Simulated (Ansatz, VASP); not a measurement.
## Two plane-wave programs on HfH3

```
Hf H
1.0
     1.93403    3.34983    0.00000
    -1.93403    3.34983    0.00000
     0.00000   -2.23322    5.14078
Hf H
2 6
Direct
  0.00000 0.00000 0.00000
  0.50000 0.50000 0.50000
  0.98340 0.51660 0.75000
  0.25000 0.98340 0.75000
  0.51660 0.25000 0.75000
  0.01660 0.48340 0.25000
  0.75000 0.01660 0.25000
  0.48340 0.75000 0.25000
```

Alike in both runs: functional PBEsol; k mesh 5 × 5 × 5; occupations gaussian, width 0.0868 eV; no spin polarisation.

Ansatz relaxed the structure, and its values are those at the end. VASP's run is a single point on that final structure, the one shown.

|  | VASP | Ansatz |
| --- | --- | --- |
| version | VASP 6.6.1 | Ansatz 0.2.0 |
| potentials or method | VASP PAW PBE potentials, release 64 (Hf_pv, H), cutoff 520 eV | PAW plane waves |
| valence electrons in the cell | 26 | 58 |

|  | VASP | Ansatz | Ansatz less VASP |
| --- | --- | --- | --- |
| gap on the k mesh at the Fermi level (eV) | none | none | - |
| pressure (GPa) | -0.4 | 0.0 | +0.43 |
| rms of the force components (eV/Å) | 0.001 | 0.003 | +0.0021 |

VASP's potentials were made for PBE, not for PBEsol. A gap of «none» marks a metal or a gap that the smearing closes. VASP's potentials hold 26 valence electrons a cell and Ansatz's 58, so a difference there can come from the potentials and not from the codes. Ansatz's warnings: structure snapped to symmetry.

The k mesh is coarse, so the values compare programs but aren't converged. Spin-orbit coupling is off throughout.
